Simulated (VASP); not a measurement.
Here is a VASP 6.6.1 calculation.

INCAR

```
PREC = Accurate
ENCUT = 520
EDIFF = 1E-6
ISMEAR = 0
SIGMA = 0.05
LREAL = Auto
LASPH = True
NELM = 120
ALGO = Normal
ISIF = 2
LWAVE = False
LCHARG = True
LDIPOL = True
IDIPOL = 3
DIPOL = 0.5 0.5 0.514
GGA = PE
LELF = True
LVHAR = True
LVACPOTAV = True
NBANDS = 83
GGA_COMPAT = False
NELMDL = -8
```

KPOINTS

```
regular mesh
0
Gamma
  3 3 1
```

Contents of POSCAR:

```
Si12H6C
1.0
    7.6805938572      0.0000000000      0.0000000000
    0.0000000000      7.6805938572      0.0000000000
    0.0000000000      0.0000000000     22.8087500000
Si H C
24 12 2
Direct
    0.0828981807      0.0270155011      0.6762315697
    0.1135484352      0.5179247877      0.6384035038
    0.4003808485      0.0352536423      0.6649042797
    0.4150489813      0.4783828317      0.6614772025
    0.0107956073      0.2489063623      0.6058516623
    0.0096938834      0.7896728616      0.6141084488
    0.4829377172      0.2498527676      0.5969360037
    0.4954095950      0.7598521850      0.6213632507
    0.2410599879      0.2457163694      0.5374022256
    0.2608129023      0.7381034228      0.5513370864
    0.7526032396      0.2525638684      0.5492621269
    0.7483190596      0.7576039743      0.5576721844
    0.2461878068     -0.0147251440      0.4861353729
    0.2524263669      0.5019616977      0.4841969999
    0.7478277672     -0.0015893464      0.4911395886
    0.7527839641      0.5088389513      0.4924793237
   -0.0056317753     -0.0039525164      0.4283439526
   -0.0028958813      0.5039255330      0.4283374197
    0.5006374250     -0.0023358325      0.4287025195
    0.5072533750      0.5019295808      0.4283430370
    0.0000000000      0.2500000000      0.3691565737
    0.0000000000      0.7500000000      0.3691565737
    0.5000000000      0.2500000000      0.3691565737
    0.5000000000      0.7500000000      0.3691565737
   -0.1510299882      0.2500000000      0.3288211761
    0.1510299882      0.2500000000      0.3288211761
   -0.1510299882      0.7500000000      0.3288211761
    0.1510299882      0.7500000000      0.3288211761
    0.3489700118      0.2500000000      0.3288211761
    0.6510299882      0.2500000000      0.3288211761
    0.3489700118      0.7500000000      0.3288211761
    0.6510299882      0.7500000000      0.3288211761
    0.4694733312      0.0931117548      0.7729278489
    0.6439426575      0.1492967035      0.7260135182
    0.3218206005      0.3644558805      0.7592470540
    0.5425609851      0.4249938847      0.7627766808
    0.5017295283      0.1586527201      0.7314182062
    0.4467814264      0.3540947545      0.7359777786
```

Potentials or basis: VASP PAW PBE potentials, release 64 (Si, H, C).

Run with:

```bash
$ cat potpaw_PBE.64/Si/POTCAR potpaw_PBE.64/H/POTCAR potpaw_PBE.64/C/POTCAR > POTCAR
$ mpirun -np 1 vasp_std > vasp.out
```

Q: Predict the largest force.

A: 0.446 eV/Å.

Q: Estimate the band gap on the k mesh.

A: 0.56 eV (least direct gap 0.79 eV).

Forces in eV/Å, atoms in the order of the input:
```
Si   0.000  0.002 -0.005
Si  -0.004  0.004 -0.004
Si   0.004 -0.004 -0.016
Si   0.004 -0.002 -0.013
Si  -0.001  0.001 -0.003
Si   0.003 -0.005 -0.002
Si  -0.004  0.000 -0.006
Si  -0.003 -0.001 -0.002
Si   0.004  0.001  0.005
Si  -0.002  0.002 -0.004
Si   0.000  0.001  0.000
Si   0.003  0.002 -0.002
Si   0.001  0.003  0.000
Si  -0.001 -0.001  0.005
Si  -0.001  0.004  0.000
Si   0.000 -0.003  0.002
Si  -0.002 -0.005 -0.001
Si   0.000  0.005 -0.002
Si   0.000 -0.003  0.003
Si   0.000 -0.001 -0.001
Si  -0.130  0.030  0.312
Si  -0.315 -0.005 -0.315
Si   0.179  0.003  0.219
Si   0.263  0.000 -0.138
H    0.109 -0.015 -0.011
H   -0.102  0.000  0.035
H    0.136 -0.014 -0.079
H   -0.104  0.016  0.021
H    0.101  0.045  0.034
H   -0.115 -0.078 -0.030
H    0.103 -0.016  0.030
H   -0.123  0.033 -0.054
H   -0.005 -0.013  0.023
H    0.024 -0.004 -0.006
H   -0.024  0.003  0.014
H    0.020  0.018  0.016
C   -0.014 -0.009 -0.005
C   -0.004  0.006 -0.021
```
